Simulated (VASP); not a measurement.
## Ba: single point with PBE

Crystal: Ba.

```
CELL_PARAMETERS angstrom
0.00000 2.43628 2.43628
2.43628 0.00000 2.43628
2.43628 2.43628 0.00000
ATOMIC_POSITIONS crystal
Ba 0.00000 0.00000 0.00000
```

This cell differs from its parent crystal: volume scaled by 0.45.

```
Program             : VASP 6.6.1
Task                : single point
Functional          : PBE
Potentials or basis : VASP PAW PBE potentials, release 64 (Ba_sv)
Cutoff              : 520 eV
k mesh              : 10 × 10 × 10
Occupations         : fermi-dirac, width 0.1 eV
Spin                : no spin polarisation
```

```yaml
Pressure: 19.9 GPa
Band_gap_on_the_k_mesh: zero (band 5 reaches 6.30 eV, above the bottom of band 6 at 3.67 eV)
```

Levels at points of the mesh, in eV from the Fermi level:
```tsv
k point	band 1	band 2	band 3	band 4	band 5	band 6	band 7	band 8	band 9	band 10
(0.00, 0.00, 0.00)	-28.79	-11.84	-11.84	-11.84	-1.73	2.37	2.37	2.37	6.07	6.07
(0.50, 0.00, 0.00)	-28.01	-15.59	-12.31	-12.31	-1.35	1.97	1.97	5.24	8.52	9.13
(0.50, 0.50, 0.00)	-27.74	-15.29	-13.20	-13.20	-2.46	-1.72	8.18	9.27	10.20	10.20
```

Run time: 7.8 s on 1 thread of Intel(R) Xeon(R) 6975P-C (Granite Rapids), with other jobs on the host, peak memory 0.16 GiB.

Caveat: spin-orbit coupling is left out, which moves the levels of the heavy elements.
